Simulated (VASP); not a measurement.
MoS2: single point with LDA+U

The system is MoS2.

```xyz
3
Lattice="0.0000 2.9960 2.9960 2.9960 0.0000 2.9960 2.9960 2.9960 0.0000" Properties=species:S:1:pos:R:3 pbc="T T T"
Mo    0.0000    0.0000    0.0000
S     1.4980    1.4980    1.4980
S     4.4939    4.4939    4.4939
```

```json
{
  "Program": "VASP 6.6.1",
  "Task": "single point",
  "Functional": "LDA",
  "Potentials or basis": "VASP PAW LDA potentials, release 64 (Mo_sv, S)",
  "Cutoff": "500 eV",
  "k mesh": "6 × 6 × 6",
  "Occupations": "gaussian, width 0.05 eV",
  "Spin": "no spin polarisation",
  "Hubbard terms": "Mo d U = 3.0 eV, J = 0.7 eV"
}
```

The pressure is -12.9 GPa. The band gap on the k mesh is zero (bands 13 and 14 overlap by 0.71 eV).

Levels at points of the mesh, in eV from the Fermi level:
```csv
k point,band 9,band 10,band 11,band 12,band 13,band 14,band 15,band 16,band 17,band 18
"(0.00, 0.00, 0.00)",-5.54,-0.85,-0.85,-0.47,-0.47,-0.47,3.98,3.98,3.98,5.09
"(0.50, 0.00, 0.00)",-3.57,-2.86,-2.73,-2.73,-0.39,-0.39,1.49,3.71,3.71,6.78
"(0.50, 0.50, 0.00)",-4.72,-2.22,-2.22,-0.63,0.05,0.89,1.58,3.28,3.28,5.55
```

Eigenvalues of the final occupation matrices:
| site | spin | trace | eigenvalues |
| --- | --- | --- | --- |
| site 1 d | 1 | 1.89 | 0.34 0.34 0.34 0.44 0.44 |
| site 1 d | 2 | 1.89 | 0.34 0.34 0.34 0.44 0.44 |

Wall time 20 s on 1 thread of Intel Xeon 8259CL (shared host), peak memory 0.15 GiB.

Caveat: the cell stands under tension; U without spin polarisation on a metal has little footing.
